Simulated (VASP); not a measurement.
# ZrSi6 (Pm-3m) in VASP: further runs

The runs below take ZrSi6 through relaxation of cell and atoms, single point, with PBE.

Program: VASP 6.6.1. These are calculated values, not measurements. Logs are shortened: lines on timing, memory, paths and dates and some standing lists are left out, and cuts for length are marked.

### Step 1. The cell of the first run

Symmetry: Pm-3m, No. 221, cubic system. The conventional cell has a = 5.659 Å, b = 5.659 Å, c = 5.659 Å, α = 90.00°, β = 90.00°, γ = 90.00°. Zr (site symmetry m-3m) has 24 Si at 4.15 Å within 5.5 Å. Si (site symmetry 4mm) has 5 Si at 2.23 to 2.42 Å within 3.0 Å.

### Step 2. Relaxation of cell and atoms, PBE

File INCAR:

```
SYSTEM = ZrSi6
  PREC = Accurate
  ENCUT = 600
  EDIFF = 1E-7
  ISMEAR = 0
  SIGMA = 0.1
  LREAL = .FALSE.
  LASPH = .TRUE.
  NELM = 100
  ALGO = Normal
  ISIF = 3
  LWAVE = .FALSE.
  LCHARG = .FALSE.
  GGA = PE
  IBRION = 2
  NSW = 100
  EDIFFG = -0.01
```

File KPOINTS:

```
regular mesh
0
G
  8 8 8
  0 0 0
```

File POSCAR:

```
ZrSi6
1.0
    5.6585807471      0.0000000000      0.0000000000
    0.0000000000      5.6585807471      0.0000000000
    0.0000000000      0.0000000000      5.6585807471
Zr Si
1 6
Direct
    0.0000000000      0.0000000000      0.0000000000
    0.1973506849      0.5000000000      0.5000000000
    0.5000000000      0.1973506849      0.5000000000
    0.8026493151      0.5000000000      0.5000000000
    0.5000000000      0.8026493151      0.5000000000
    0.5000000000      0.5000000000      0.1973506849
    0.5000000000      0.5000000000      0.8026493151
```

Potentials or basis: VASP PAW PBE potentials, release 64 (Zr_sv, Si).

On the command line:

```bash
> cat potpaw_PBE.64/Zr_sv/POTCAR potpaw_PBE.64/Si/POTCAR > POTCAR
> mpirun -np 1 vasp_std > vasp.out
```

OUTCAR:

```text
SYSTEM = ZrSi6
   PREC = Accurate
   ENCUT = 600
   EDIFF = 1E-7
   ISMEAR = 0
   LREAL = .FALSE.
   LASPH = .TRUE.
   NELM = 100
   ISIF = 3
   GGA = PE
   IBRION = 2
   NSW = 100
   EDIFFG = -0.01

 ion  position               nearest neighbor table
   1  0.000  0.000  0.000-
   2  0.197  0.500  0.500-   4 2.23   3 2.42   5 2.42   6 2.42   7 2.42
   3  0.500  0.197  0.500-   5 2.23   4 2.42   2 2.42   6 2.42   7 2.42
   4  0.803  0.500  0.500-   2 2.23   3 2.42   5 2.42   6 2.42   7 2.42
   5  0.500  0.803  0.500-   3 2.23   2 2.42   4 2.42   6 2.42   7 2.42
   6  0.500  0.500  0.197-   7 2.23   3 2.42   4 2.42   5 2.42   2 2.42
   7  0.500  0.500  0.803-   6 2.23   3 2.42   4 2.42   5 2.42   2 2.42

  LATTYP: Found a simple cubic cell.
 ALAT       =     5.6585807471

  Lattice vectors:

 A1 = (   5.6585807471,   0.0000000000,   0.0000000000)
 A2 = (   0.0000000000,   5.6585807471,   0.0000000000)
 A3 = (   0.0000000000,   0.0000000000,   5.6585807471)

Analysis of symmetry for initial positions (statically):
=====================================================================
 Subroutine PRICEL returns:
 Original cell was already a primitive cell.

 Routine SETGRP: Setting up the symmetry group for a
 simple cubic supercell.

 Subroutine GETGRP returns: Found 48 space group operations
 (whereof 48 operations were pure point group operations)
 out of a pool of 48 trial point group operations.

The static configuration has the point symmetry O_h .

Analysis of symmetry for dynamics (positions and initial velocities):
=====================================================================
 Subroutine PRICEL returns:
 Original cell was already a primitive cell.

 Routine SETGRP: Setting up the symmetry group for a
 simple cubic supercell.

 Subroutine GETGRP returns: Found 48 space group operations
 (whereof 48 operations were pure point group operations)
 out of a pool of 48 trial point group operations.

The dynamic configuration has the point symmetry O_h .

 Subroutine INISYM returns: Found 48 space group operations
 (whereof 48 operations are pure point group operations),
 and found     1 'primitive' translations

----------------------------------------------------------------------------------------

                                     Primitive cell

  volume of cell :     181.1851

  direct lattice vectors                    reciprocal lattice vectors
     5.658580747  0.000000000  0.000000000     0.176722759  0.000000000  0.000000000
     0.000000000  5.658580747  0.000000000     0.000000000  0.176722759  0.000000000
     0.000000000  0.000000000  5.658580747     0.000000000  0.000000000  0.176722759

  length of vectors
     5.658580747  5.658580747  5.658580747     0.176722759  0.176722759  0.176722759

  position of ions in fractional coordinates (direct lattice)
     0.000000000  0.000000000  0.000000000
     0.197350685  0.500000000  0.500000000
     0.500000000  0.197350685  0.500000000
     0.802649315  0.500000000  0.500000000
     0.500000000  0.802649315  0.500000000
     0.500000000  0.500000000  0.197350685
     0.500000000  0.500000000  0.802649315

  ion indices of the primitive-cell ions
   primitive index   ion index
                 1           1
                 2           2
                 3           3
                 4           4
                 5           5
                 6           6
                 7           7

----------------------------------------------------------------------------------------

 KPOINTS: regular mesh

Automatic generation of k-mesh.
 Grid dimensions read from file:
 generate k-points for:    8    8    8

 Generating k-lattice:

  Cartesian coordinates                     Fractional coordinates (reciprocal lattice)
     0.022090345  0.000000000  0.000000000     0.125000000  0.000000000  0.000000000
     0.000000000  0.022090345  0.000000000     0.000000000  0.125000000  0.000000000
     0.000000000  0.000000000  0.022090345     0.000000000  0.000000000  0.125000000

  Length of vectors
     0.022090345  0.022090345  0.022090345

  Shift w.r.t. Gamma in fractional coordinates (k-lattice)
     0.000000000  0.000000000  0.000000000

 Subroutine IBZKPT returns following result:
 ===========================================

 Found     35 irreducible k-points:

 Following reciprocal coordinates:
            Coordinates               Weight
  0.000000  0.000000  0.000000      1.000000
  0.125000  0.000000  0.000000      6.000000
  0.250000  0.000000  0.000000      6.000000
  0.375000  0.000000  0.000000      6.000000
  0.500000  0.000000  0.000000      3.000000
  0.125000  0.125000  0.000000     12.000000
[... 16 lines left out ...]
  0.375000  0.375000  0.125000     24.000000
  0.500000  0.375000  0.125000     24.000000
 [... further k-points ...]
   k-points           NKPTS =     35   k-points in BZ     NKDIM =     35   number of bands    NBANDS=     22
   number of dos      NEDOS =    301   number of ions     NIONS =      7
   total plane-waves  NPLWV = 110592
   dimension x,y,z NGX =    48 NGY =   48 NGZ =   48
   dimension x,y,z NGXF=    96 NGYF=   96 NGZF=   96
   ions per type =               1   6
   NGX,Y,Z   is equivalent  to a cutoff of  14.10, 14.10, 14.10 a.u.
   NGXF,Y,Z  is equivalent  to a cutoff of  28.20, 28.20, 28.20 a.u.
 SYSTEM =  ZrSi6
   PREC   = accura    normal or accurate (medium, high low for compatibility)
   ISTART =      0    job   : 0-new  1-cont  2-samecut
   ICHARG =      2    charge: 1-file 2-atom 10-const
   ISPIN  =      1    spin polarized calculation?
   LNONCOLLINEAR =      F non collinear calculations
   LSORBIT =      F    spin-orbit coupling
   LASPH  =      T    aspherical Exc in radial PAW
   ENCUT  =  600.0 eV  44.10 Ry    6.64 a.u.  11.30 11.30 11.30*2*pi/ulx,y,z
   NELM   =    100;   NELMIN=  2; NELMDL= -5     # of ELM steps
   EDIFF  = 0.1E-06   stopping-criterion for ELM
   LREAL  =      F    real-space projection
   EDIFFG = -.1E-01   stopping-criterion for IOM
   NSW    =    100    number of steps for IOM
   IBRION =      2    ionic relax: 0-MD 1-quasi-New 2-CG
   NFREE  =      1    steps in history (QN), initial steepest desc. (CG)
   ISIF   =      3    stress and relaxation
   ISYM   =      2    0-nonsym 1-usesym 2-fastsym
   POTIM  = 0.5000    time-step for ionic-motion
   TEBEG  =    0.0;   TEEND  =   0.0 temperature during run
   PSTRESS=    0.0 pullay stress
   NELECT =      36.0000    total number of electrons
   NUPDOWN=      -1.0000    fix difference up-down
   EMIN   =  10.00;   EMAX   =-10.00  energy-range for DOS
   EFERMI =   0.00;   METHOD = LEGACY
   ISMEAR =     0;   SIGMA  =   0.10  broadening in eV -4-tet -1-fermi 0-gaus
   EFERMI_NEDOS =   21; number of points for ismear=-14 and -15
   IALGO  =     38    algorithm
   IMIX   =      4    mixing-type and parameters
     AMIX     =   0.40;   BMIX     =  1.00
     AMIX_MAG =   1.60;   BMIX_MAG =  1.00
  volume/ion in A,a.u.               =      25.88       174.67
  Fermi-wavevector in a.u.,A,eV,Ry     =   0.955289  1.805235 12.416367  0.912577
  Thomas-Fermi vector in A             =   2.084113
   LORBIT       =      0    0 simple, 1 ext, 2 COOP (PROOUT), +10 PAW based schemes
   GGA     = PE    functional components
   LHFCALC =     F    Hartree Fock is set to
   AEXX    =    0.0000 exact exchange contribution
   IVDW    =     0    specifies the selected vdW correction
   LEPSILON=     F    determine dielectric tensor
   LRPA    =     F    only Hartree local field effects (RPA)
 conjugate gradient relaxation of ions
 non-spin polarized calculation
 Gauss-broadening in eV      SIGMA  =   0.10
  energy-cutoff  :      600.00
  volume of cell :      181.19
 maximum number of plane-waves:      6088
 NGX is ok and might be reduce to    48
   NGX = 23   NGY = 23   NGZ = 23

--------------------------------------- Ionic step        1  -------------------------------------------

 number of electron      36.0000003 magnetization

 Free energy of the ion-electron system (eV)
  ---------------------------------------------------
  ext. energy  EPLUGINS =         0.00000000
  ---------------------------------------------------
  free energy    TOTEN  =       -31.58058604 eV

  energy without entropy =      -31.53298891  energy(sigma->0) =      -31.55678748

------------------------ aborting loop because EDIFF is reached ----------------------------------------

  FORCE on cell =-STRESS in cart. coord.  units (eV):
  Direction    XX          YY          ZZ          XY          YZ          ZX
  --------------------------------------------------------------------------------------
  -------------------------------------------------------------------------------------
  Total        1.1930270      1.1930270      1.1930270      0.0000000      0.0000000     -0.0000000
  in kB       10.5496557     10.5496557     10.5496557      0.0000000      0.0000000     -0.0000000
  external PRESSURE =      10.5496557 kB  Pullay stress =       0.0000000 kB
[... 149 lines left out ...]
  energy  without entropy=      -31.5536997704  energy(sigma->0) =      -31.57562631

--------------------------------------- Ionic step        5  -------------------------------------------

 number of electron      36.0000002 magnetization

 Free energy of the ion-electron system (eV)
  ---------------------------------------------------
  ext. energy  EPLUGINS =         0.00000000
  ---------------------------------------------------
  free energy    TOTEN  =       -31.59777130 eV

  energy without entropy =      -31.55344063  energy(sigma->0) =      -31.57560596

 E-fermi :   4.5538     XC(G=0):  -8.6288

 val. band max:        4.5465766512   @ k =   0.3750   0.2500   0.0000
 cond. band min:       4.5551881510   @ k =   0.2500   0.2500   0.0000
 fundamental gap:      0.0086114998
 Fermi energy:         4.5538480042

 k-point     1 :       0.0000    0.0000    0.0000
  band No.  band energies     occupation
      1     -46.3134      2.00000
      2     -24.2396      2.00000
      3     -24.2396      2.00000
      4     -24.2396      2.00000
      5      -8.6841      2.00000
      6      -3.2490      2.00000
[... 574 lines left out ...]
      6      -5.1589      2.00000
[... 14 lines left out ...]
     21       5.0746      0.00000
     22       5.1172      0.00000

 [... further k-points ...]

------------------------ aborting loop because EDIFF is reached ----------------------------------------

  FORCE on cell =-STRESS in cart. coord.  units (eV):
  Direction    XX          YY          ZZ          XY          YZ          ZX
  --------------------------------------------------------------------------------------
  -------------------------------------------------------------------------------------
  Total        0.0045161      0.0045161      0.0045161     -0.0000000      0.0000000     -0.0000000
  in kB        0.0388827      0.0388827      0.0388827     -0.0000000      0.0000000     -0.0000000
  external PRESSURE =       0.0388827 kB  Pullay stress =       0.0000000 kB
[... 22 lines left out ...]
  FREE ENERGIE OF THE ION-ELECTRON SYSTEM (eV)
  ---------------------------------------------------
  free  energy   TOTEN  =       -31.5977712979 eV

  energy  without entropy=      -31.5534406265  energy(sigma->0) =      -31.57560596

 reached required accuracy - stopping structural energy minimisation
```

Run time: 9.8 min. Hardware: 1 thread of AMD EPYC 9R45 (Zen 5), shared host; peak memory 0.41 GiB.

What came out:

| Item | Value |
| --- | --- |
| Free energy | -31.5978 eV |
| Relaxed volume | 26.58 Å³/atom |
| Relaxed cell | a = 5.709 Å, b = 5.709 Å, c = 5.709 Å, α = 90.00°, β = 90.00°, γ = 90.00° |
| Space group after relaxing (to 0.05 Å) | Pm-3m (No. 221) |
| Energy gained by relaxing | 2.5 meV/atom |
| Ionic steps | 5 |
| Pressure after relaxing | 0.0 GPa |
| Band gap on the k mesh | zero (band 18 reaches 4.61 eV, above the bottom of band 19 at 3.98 eV) |

Step by step:
```csv
step,energy change (eV),largest force (eV/Å),pressure (GPa),volume (Å³)
1,0.0000,0.0750,1.05,181.19
2,-0.0165,0.0757,0.03,185.69
3,-0.0166,0.0758,-0.06,186.08
4,-0.0170,0.0482,0.04,186.09
5,-0.0172,0.0002,0.00,186.09
```

Final structure:
```
CELL_PARAMETERS angstrom
5.70915 0.00000 0.00000
0.00000 5.70915 0.00000
0.00000 0.00000 5.70915
ATOMIC_POSITIONS crystal
Zr 0.00000 0.00000 0.00000
Si 0.19847 0.50000 0.50000
Si 0.50000 0.19847 0.50000
Si 0.80153 0.50000 0.50000
Si 0.50000 0.80153 0.50000
Si 0.50000 0.50000 0.19847
Si 0.50000 0.50000 0.80153
```

### Step 3. Single point, PBE

This run uses another cell than the first one, of 26.63 Å³/atom, 1.029 times its volume.

File INCAR:

```
SYSTEM = ZrSi6
  ALGO = Normal
  EDIFF = 1E-7
  ENCUT = 520
  GGA = PE
  ISIF = 2
  ISMEAR = 0
  LASPH = .TRUE.
  LCHARG = .FALSE.
  LREAL = .FALSE.
  LWAVE = .FALSE.
  NBANDS = 27
  NELM = 100
  PREC = Accurate
  SIGMA = 0.1
```

File KPOINTS:

```
k-points
0
G
  8 8 8
  0 0 0
```

File POSCAR:

```
ZrSi6
1.0
    5.7122531809      0.0000000000      0.0000000000
    0.0000000000      5.7122531809      0.0000000000
    0.0000000000      0.0000000000      5.7122531809
Zr Si
1 6
Direct
    0.0000000000      0.0000000000      0.0000000000
    0.1985087640      0.5000000000      0.5000000000
    0.5000000000      0.1985087640      0.5000000000
    0.8014912360      0.5000000000      0.5000000000
    0.5000000000      0.8014912360      0.5000000000
    0.5000000000      0.5000000000      0.1985087640
    0.5000000000      0.5000000000      0.8014912360
```

Potentials or basis: VASP PAW PBE potentials, release 64 (Zr_sv, Si).

On the command line:

```bash
> cat potpaw_PBE.64/Zr_sv/POTCAR potpaw_PBE.64/Si/POTCAR > POTCAR
> mpirun -np 1 vasp_std > vasp.out
```

Run time: 2 min. Hardware: 1 thread of AMD EPYC 9R45 (Zen 5), shared host; peak memory 0.31 GiB.

The run converged. Its results:

```yaml
Free_energy: -31.5980 eV
Pressure: -0.1 GPa
Band_gap_on_the_k_mesh: zero (band 18 reaches 4.59 eV, above the bottom of band 19 at 3.97 eV)
```

Levels at points of the mesh, in eV from the Fermi level:
```tsv
k point	band 14	band 15	band 16	band 17	band 18	band 19	band 20	band 21	band 22	band 23
(0.00, 0.00, 0.00)	-2.41	-0.39	-0.34	-0.34	-0.34	-0.02	-0.02	0.35	0.35	0.35
(0.50, 0.00, 0.00)	-2.28	-1.40	-1.29	-1.01	-0.58	-0.58	0.04	0.36	1.04	1.16
(0.50, 0.50, 0.00)	-3.41	-1.30	-0.83	-0.55	-0.55	0.19	0.28	0.50	0.50	0.62
(0.50, 0.50, 0.50)	-3.52	-1.22	-1.22	-0.64	-0.20	0.18	0.18	0.18	0.39	0.39
```
